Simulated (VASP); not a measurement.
SiC:

```
Si C
1.0
     0.00000    2.17842    2.17842
     2.17842    0.00000    2.17842
     2.17842    2.17842    0.00000
Si C
1 1
Direct
  0.00000 0.00000 0.00000
  0.25000 0.25000 0.25000
```

Base run:

* Program: VASP 6.6.1
* Functional: PBEsol
* Potentials or basis: VASP PAW PBE potentials, release 64 (Si, C)
* Cutoff: 520 eV
* k mesh: 10 × 10 × 10
* Occupations: gaussian, width 0.02 eV
* Spin: no spin polarisation

Its results: band gap on the k mesh 1.23 eV (least direct gap 4.44 eV); pressure 0.3 GPa.

Problem. The run is repeated on the same cell with these changes: functional from PBEsol to LDA; potentials or basis from VASP PAW PBE potentials, release 64 (Si, C) to VASP PAW LDA potentials, release 64 (Si, C). What comes out?

Solution. Band gap on the k mesh 1.30 eV (least direct gap 4.50 eV); pressure -3.9 GPa.

Caveats: the PAW data sets were made with another functional, which shifts forces and pressure a little (at least some runs); the cell stands under tension (at least some runs).

A k mesh can miss the band edges.
